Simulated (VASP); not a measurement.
# C (P1) in VASP: single point with PBE+D3(BJ)

Aim: the single point of C with PBE+D3(BJ).

Everything below comes from runs of VASP 6.6.1. Logs are shortened: lines on timing, memory, paths and dates and some standing lists are left out, and cuts for length are marked.

**1. The cell of the first run**

The typed cell holds 16 atoms: a = 5.140 Å, b = 5.074 Å, c = 5.041 Å, α = 59.54°, β = 58.35°, γ = 59.71°.

**2. Single point, PBE+D3(BJ)**

INCAR reads:

```
ALGO = Normal
EDIFF = 1E-7
ENCUT = 520
GGA = PE
ISIF = 2
ISMEAR = -1
IVDW = 12
LASPH = T
LCHARG = F
LREAL = Auto
LWAVE = F
NBANDS = 46
NELM = 80
PREC = Accurate
SIGMA = 0.3
```

KPOINTS reads:

```
k-points
0
Gamma
  3 3 3
```

POSCAR reads:

```
C
1.0
    0.0233360000      3.6652460000      3.6039280000
    3.5748350000      0.0258570000      3.6014080000
    3.5198340000      3.6077240000      0.0808580000
C
16
Direct
   -0.0361260396      0.1665475331     -0.0211478477
    0.0716435121      0.3142686726      0.1025529832
   -0.0661752534      0.1872991059      0.4940803647
    0.0878816286      0.2904710094      0.5747893973
   -0.0469601415      0.6776687016     -0.0460129458
    0.0826749389      0.8044212605      0.0828156728
   -0.0672110040      0.6801339281      0.4796538318
    0.0521536676      0.7927578570      0.6034956218
    0.4575062144      0.1700689933     -0.0310085518
    0.6137251488      0.3392981800      0.0572308526
    0.4644729537      0.1847401789      0.4581879150
    0.5777475001      0.3054117781      0.5927327739
    0.4735508705      0.6790093779     -0.0436944676
    0.5267377400      0.8370778540      0.0744048833
    0.4158099732      0.6932755549      0.4400636337
    0.5759668064      0.8266187897      0.5499218024
```

Potentials or basis: VASP PAW PBE potentials, release 64 (C).

On the command line:

```bash
> cat potpaw_PBE.64/C/POTCAR > POTCAR
> mpirun -np 1 vasp_std > vasp.out
```

OUTCAR:

```text
EDIFF = 1E-7
   ENCUT = 520
   GGA = PE
   ISIF = 2
   ISMEAR = -1
   IVDW = 12
   LASPH = T
   LREAL = Auto
   NELM = 80
   PREC = Accurate
 IVDW          = 12

 ion  position               nearest neighbor table
   1  0.964  0.167  0.979-  10 1.48   6 1.50   2 1.59   4 1.64
   2  0.072  0.314  0.103-   5 1.51   1 1.59   3 1.59   9 1.60
   3  0.934  0.187  0.494-   4 1.43  12 1.48   2 1.59   8 1.64
   4  0.088  0.290  0.575-   3 1.43  11 1.57   7 1.62   1 1.64
   5  0.953  0.678  0.954-   8 1.43   2 1.51   6 1.61  14 1.77
   6  0.083  0.804  0.083-   1 1.50   7 1.61   5 1.61  13 1.62
[... 8 lines left out ...]
  15  0.416  0.693  0.440-  14 1.49   8 1.51  12 1.63  16 1.69
  16  0.576  0.827  0.550-  11 1.49   7 1.50  13 1.66  15 1.69

  LATTYP: Found a triclinic cell.
 ALAT       =     5.0851060747
 B/A-ratio  =     1.4252724883
 C/A-ratio  =     2.2151292030
 COS(alpha) =     0.0008867379
 COS(beta)  =     0.6603013342
 COS(gamma) =     0.7186986558

  Lattice vectors:

 A1 = (  -3.5514990000,   3.6393890000,   0.0025200000)
 A2 = (  -0.0316650000,   7.2471130000,   0.0833780000)
 A3 = ( -10.6461680000,   0.0058080000,  -3.6797460000)

Analysis of symmetry for initial positions (statically):
=====================================================================
 Subroutine PRICEL returns:
 Original cell was already a primitive cell.

 Routine SETGRP: Setting up the symmetry group for a
 triclinic supercell.

 Subroutine GETGRP returns: Found  1 space group operations
 (whereof  1 operations were pure point group operations)
 out of a pool of  2 trial point group operations.

The static configuration has the point symmetry C_1 .

Analysis of symmetry for dynamics (positions and initial velocities):
=====================================================================
 Subroutine PRICEL returns:
 Original cell was already a primitive cell.

 Routine SETGRP: Setting up the symmetry group for a
 triclinic supercell.

 Subroutine GETGRP returns: Found  1 space group operations
 (whereof  1 operations were pure point group operations)
 out of a pool of  2 trial point group operations.

The dynamic configuration has the point symmetry C_1 .

 Subroutine INISYM returns: Found  1 space group operations
 (whereof  1 operations are pure point group operations),
 and found     1 'primitive' translations

----------------------------------------------------------------------------------------

                                     Primitive cell

  volume of cell :      91.2513

  direct lattice vectors                    reciprocal lattice vectors
     0.023336000  3.665246000  3.603928000    -0.142362873  0.135749366  0.140337809
     3.574835000  0.025857000  3.601408000     0.139237632 -0.138993562  0.140456843
     3.519834000  3.607724000  0.080858000     0.143634791  0.140265479 -0.143582044

  length of vectors
     5.140318068  5.074470755  5.040976281     0.241639770  0.241732193  0.246822125

  position of ions in fractional coordinates (direct lattice)
     0.963873960  0.166547533  0.978852152
     0.071643512  0.314268673  0.102552983
     0.933824747  0.187299106  0.494080365
     0.087881629  0.290471009  0.574789397
     0.953039858  0.677668702  0.953987054
     0.082674939  0.804421261  0.082815673
[... 8 lines left out ...]
     0.415809973  0.693275555  0.440063634
     0.575966806  0.826618790  0.549921802

  ion indices of the primitive-cell ions
   primitive index   ion index
                 1           1
                 2           2
                 3           3
                 4           4
                 5           5
                 6           6
[... 8 lines left out ...]
                15          15
                16          16

----------------------------------------------------------------------------------------

 KPOINTS: k-points

Automatic generation of k-mesh.
 Grid dimensions read from file:
 generate k-points for:    3    3    3

 Generating k-lattice:

  Cartesian coordinates                     Fractional coordinates (reciprocal lattice)
    -0.047454291  0.045249789  0.046779270     0.333333333  0.000000000  0.000000000
     0.046412544 -0.046331187  0.046818948     0.000000000  0.333333333  0.000000000
     0.047878264  0.046755160 -0.047860681    -0.000000000  0.000000000  0.333333333

  Length of vectors
     0.080546590  0.080577398  0.082274042

  Shift w.r.t. Gamma in fractional coordinates (k-lattice)
     0.000000000  0.000000000  0.000000000

 Subroutine IBZKPT returns following result:
 ===========================================

 Found     14 irreducible k-points:

 Following reciprocal coordinates:
            Coordinates               Weight
  0.000000  0.000000  0.000000      1.000000
  0.333333  0.000000  0.000000      2.000000
  0.000000  0.333333 -0.000000      2.000000
  0.333333  0.333333  0.000000      2.000000
 -0.333333  0.333333 -0.000000      2.000000
 -0.000000 -0.000000  0.333333      2.000000
  0.333333 -0.000000  0.333333      2.000000
 -0.333333 -0.000000  0.333333      2.000000
  0.000000  0.333333  0.333333      2.000000
  0.333333  0.333333  0.333333      2.000000
 -0.333333  0.333333  0.333333      2.000000
 -0.000000 -0.333333  0.333333      2.000000
  0.333333 -0.333333  0.333333      2.000000
 -0.333333 -0.333333  0.333333      2.000000
   k-points           NKPTS =     14   k-points in BZ     NKDIM =     14   number of bands    NBANDS=     46
   number of dos      NEDOS =    301   number of ions     NIONS =     16
   total plane-waves  NPLWV =  64000
   dimension x,y,z NGX =    40 NGY =   40 NGZ =   40
   dimension x,y,z NGXF=    80 NGYF=   80 NGZF=   80
   ions per type =              16
   NGX,Y,Z   is equivalent  to a cutoff of  12.94, 13.10, 13.19 a.u.
   NGXF,Y,Z  is equivalent  to a cutoff of  25.87, 26.21, 26.38 a.u.
 SYSTEM =  unknown system
   PREC   = accura    normal or accurate (medium, high low for compatibility)
   ISTART =      0    job   : 0-new  1-cont  2-samecut
   ICHARG =      2    charge: 1-file 2-atom 10-const
   ISPIN  =      1    spin polarized calculation?
   LNONCOLLINEAR =      F non collinear calculations
   LSORBIT =      F    spin-orbit coupling
   LASPH  =      T    aspherical Exc in radial PAW
   ENCUT  =  520.0 eV  38.22 Ry    6.18 a.u.   9.56  9.44  9.37*2*pi/ulx,y,z
   NELM   =     80;   NELMIN=  2; NELMDL= -5     # of ELM steps
   EDIFF  = 0.1E-06   stopping-criterion for ELM
   LREAL  =      T    real-space projection
   EDIFFG = 0.1E-05   stopping-criterion for IOM
   NSW    =      0    number of steps for IOM
   IBRION =     -1    ionic relax: 0-MD 1-quasi-New 2-CG
   NFREE  =      0    steps in history (QN), initial steepest desc. (CG)
   ISIF   =      2    stress and relaxation
   ISYM   =      2    0-nonsym 1-usesym 2-fastsym
   POTIM  = 0.5000    time-step for ionic-motion
   TEBEG  =    0.0;   TEEND  =   0.0 temperature during run
   PSTRESS=    0.0 pullay stress
   NELECT =      64.0000    total number of electrons
   NUPDOWN=      -1.0000    fix difference up-down
   EMIN   =  10.00;   EMAX   =-10.00  energy-range for DOS
   EFERMI =   0.00;   METHOD = LEGACY
   ISMEAR =    -1;   SIGMA  =   0.30  broadening in eV -4-tet -1-fermi 0-gaus
   EFERMI_NEDOS =   21; number of points for ismear=-14 and -15
   IALGO  =     38    algorithm
   IMIX   =      4    mixing-type and parameters
     AMIX     =   0.40;   BMIX     =  1.00
     AMIX_MAG =   1.60;   BMIX_MAG =  1.00
  volume/ion in A,a.u.               =       5.70        38.49
  Fermi-wavevector in a.u.,A,eV,Ry     =   1.454527  2.748658 28.785154  2.115649
  Thomas-Fermi vector in A             =   2.571667
   LORBIT       =      0    0 simple, 1 ext, 2 COOP (PROOUT), +10 PAW based schemes
   GGA     = PE    functional components
   LHFCALC =     F    Hartree Fock is set to
   AEXX    =    0.0000 exact exchange contribution
   IVDW    =    12    specifies the selected vdW correction
   LEPSILON=     F    determine dielectric tensor
   LRPA    =     F    only Hartree local field effects (RPA)
 non-spin polarized calculation
  energy-cutoff  :      520.00
  volume of cell :       91.25
 maximum number of plane-waves:      2473
 NGX is ok and might be reduce to    40
   NGX = 19   NGY = 19   NGZ = 19

 number of electron      64.0000001 magnetization

 Free energy of the ion-electron system (eV)
  ---------------------------------------------------
  ext. energy  EPLUGINS =         0.00000000
  ---------------------------------------------------
  free energy    TOTEN  =      -140.29274729 eV

  energy without entropy =     -140.26856746  energy(sigma->0) =     -140.28065738

 E-fermi :  11.4775     XC(G=0): -13.2319

 val. band max:       10.7763678003   @ k =   0.0000   0.0000   0.0000
 cond. band min:      12.3285572897   @ k =   0.0000   0.0000   0.0000
 fundamental gap:      1.5521894894
 Fermi energy:        11.4775123647

 k-point     1 :       0.0000    0.0000    0.0000
  band No.  band energies     occupation
      1     -11.8888      2.00000
      2      -6.7260      2.00000
      3      -6.4203      2.00000
      4      -6.1926      2.00000
      5      -5.6917      2.00000
      6      -4.4986      2.00000
[... 36 lines left out ...]
     43      16.8936      0.00000
     44      17.0931      0.00000

 k-point     2 :       0.3333    0.0000    0.0000
  band No.  band energies     occupation
      1     -11.1445      2.00000
      2      -8.9737      2.00000
      3      -6.5155      2.00000
      4      -6.2861      2.00000
      5      -6.0599      2.00000
      6      -5.4693      2.00000
[... 36 lines left out ...]
     43      17.6397      0.00000
     44      17.8581      0.00000

 k-point     3 :       0.0000    0.3333   -0.0000
  band No.  band energies     occupation
      1     -11.1463      2.00000
      2      -8.9614      2.00000
      3      -6.7733      2.00000
      4      -6.1780      2.00000
      5      -5.9192      2.00000
      6      -5.5948      2.00000
[... 36 lines left out ...]
     43      17.7356      0.00000
     44      17.9823      0.00000

 k-point     4 :       0.3333    0.3333    0.0000
  band No.  band energies     occupation
      1     -10.8881      2.00000
      2      -8.1347      2.00000
      3      -7.6440      2.00000
      4      -7.3770      2.00000
      5      -6.9120      2.00000
      6      -6.7167      2.00000
[... 412 lines left out ...]
     43      19.0338      0.00000
     44      19.1993      0.00000

 k-point    13 :       0.3333   -0.3333    0.3333
  band No.  band energies     occupation
      1     -10.0802      2.00000
      2      -9.3619      2.00000
      3      -8.8195      2.00000
      4      -7.0854      2.00000
      5      -6.6103      2.00000
      6      -4.9792      2.00000
[... 36 lines left out ...]
     43      18.6800      0.00000
     44      19.0239      0.00000

 k-point    14 :      -0.3333   -0.3333    0.3333
  band No.  band energies     occupation
      1     -10.0248      2.00000
      2      -9.1833      2.00000
      3      -8.9065      2.00000
      4      -7.2809      2.00000
      5      -6.7938      2.00000
      6      -4.5911      2.00000
[... 36 lines left out ...]
     43      18.6152      0.00000
     44      19.2285      0.00000
 [bands above 44 left out]

------------------------ aborting loop because EDIFF is reached ----------------------------------------

 Edisp (eV)   -3.04357

 E8    (eV) :    -0.8763

  FORCE on cell =-STRESS in cart. coord.  units (eV):
  Direction    XX          YY          ZZ          XY          YZ          ZX
  --------------------------------------------------------------------------------------
  -------------------------------------------------------------------------------------
  Total       9.48393    -5.03449     5.05030     2.49039    -6.07941    -4.06982
  in kB     166.51744   -88.39490    88.67241    43.72589  -106.74148   -71.45735
  external pressure =       55.60 kB  Pullay stress =        0.00 kB

 VOLUME and BASIS-vectors are now :
 -----------------------------------------------------------------------------
  energy-cutoff  :      520.00
  volume of cell :       91.25
      direct lattice vectors                 reciprocal lattice vectors
     0.023336000  3.665246000  3.603928000    -0.142362873  0.135749366  0.140337809
     3.574835000  0.025857000  3.601408000     0.139237632 -0.138993562  0.140456843
     3.519834000  3.607724000  0.080858000     0.143634791  0.140265479 -0.143582044

 POSITION                                       TOTAL-FORCE (eV/Angst)
 -----------------------------------------------------------------------------------
      4.06327      7.06857      4.15269        -0.897438     -1.652525      3.055256
      1.48610      0.64070      1.39830        -1.897874      0.282696     -0.624917
      2.43044      5.21005      4.07993        -5.338005     -2.236173      0.079654
      3.06360      2.40330      1.40930         5.449239      2.829681      1.783497
      5.80267      6.95237      5.95239         3.466004      2.093091     -1.200934
      3.16910      0.62260      3.20170         0.104297      0.631518     -1.670755
[... 8 lines left out ...]
      4.03700      3.12960      4.03090         1.708290      5.038946      1.496227
      4.90410      4.11640      5.09720         1.013875      2.085992     -2.849987
 -----------------------------------------------------------------------------------
    total drift:                               -0.014325      0.006522      0.013901

  FREE ENERGIE OF THE ION-ELECTRON SYSTEM (eV)
  ---------------------------------------------------
  free  energy   TOTEN  =      -143.3363133832 eV

  energy  without entropy=     -143.3121335520  energy(sigma->0) =     -143.32422347
```

Wall time 87 s (1 thread of Intel Xeon 6975P-C (Granite Rapids), shared host); peak memory 0.23 GiB.

What came out:

- Free energy: -143.3363 eV
- Pressure: 5.6 GPa
- Largest force: 8.622 eV/Å
- Band gap on the k mesh: 1.55 eV, direct
- Dispersion energy per atom: -0.190 eV

Forces on the atoms (eV/Å):
```
C   -0.897 -1.653  3.055
C   -1.898  0.283 -0.625
C   -5.338 -2.236  0.080
C    5.449  2.830  1.783
C    3.466  2.093 -1.201
C    0.104  0.632 -1.671
C   -4.531 -1.844  1.036
C    0.197 -1.001  3.293
C    4.303 -4.080  3.506
C   -1.514  2.226 -8.191
C   -1.100 -2.219  0.415
C    1.350 -2.174 -0.860
C   -0.390 -7.888 -1.012
C   -1.923  7.908  1.744
C    1.708  5.039  1.496
C    1.014  2.086 -2.850
```

Stress tensor (GPa, compression positive):
```
 16.65   4.37  -7.15
  4.37  -8.84 -10.67
 -7.15 -10.67   8.87
```

Levels at points of the mesh, in eV from the valence-band top:
```csv
k point,band 29,band 30,band 31,band 32,band 33,band 34,band 35,band 36
"(0.00, 0.00, 0.00)",-2.95,-1.28,-0.83,0.00,1.55,2.39,2.54,3.13
```

Caveat: the k points lie up to 0.52 Å⁻¹ apart; forces of over 1 eV/Å act on the atoms, so gaps and moduli don't describe the material at rest.
